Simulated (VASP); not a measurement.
## Al2Pt (fluorite type): single point with r2SCAN

Al2Pt (fluorite type):

```xyz
6
Lattice="-2.9518 2.9518 0.0000 0.0000 0.0000 5.9037 2.9518 2.9518 0.0000" Properties=species:S:1:pos:R:3 pbc="T T T"
Pt    0.0000    0.0000    0.0000
Pt    0.0000    2.9518    2.9518
Al    1.4759    1.4759    1.4759
Al   -1.4759    1.4759    4.4277
Al   -1.4759    1.4759    1.4759
Al    1.4759    1.4759    4.4277
```

* Program: VASP 6.6.1
* Task: single point
* Functional: r2SCAN
* Potentials or basis: VASP PAW PBE potentials, release 64 (Pt, Al)
* Cutoff: 520 eV
* k mesh: 9 × 6 × 9
* Occupations: fermi-dirac, width 0.05 eV
* Spin: no spin polarisation

```json
{
 "Pressure": "-0.2 GPa",
 "Band gap on the k mesh": "zero (bands 16 and 17 overlap by 5.13 eV)"
}
```

Levels at points of the mesh, in eV from the Fermi level:
| k point | band 13 | band 14 | band 15 | band 16 | band 17 | band 18 | band 19 | band 20 |
| --- | --- | --- | --- | --- | --- | --- | --- | --- |
| (0.00, 0.00, 0.00) | -3.39 | -1.73 | -1.73 | 3.57 | 3.69 | 3.73 | 3.96 | 3.96 |
| (0.00, 0.50, 0.00) | 0.01 | 0.01 | 0.52 | 0.52 | 0.52 | 0.52 | 3.57 | 3.57 |

It took 11 min on 1 thread of Intel Xeon 8259CL, with other jobs on the host, peak memory 0.31 GiB.

Caveat: the PAW data sets were made with another functional, which shifts forces and pressure a little; spin-orbit coupling is left out, which moves the levels of the heavy elements.
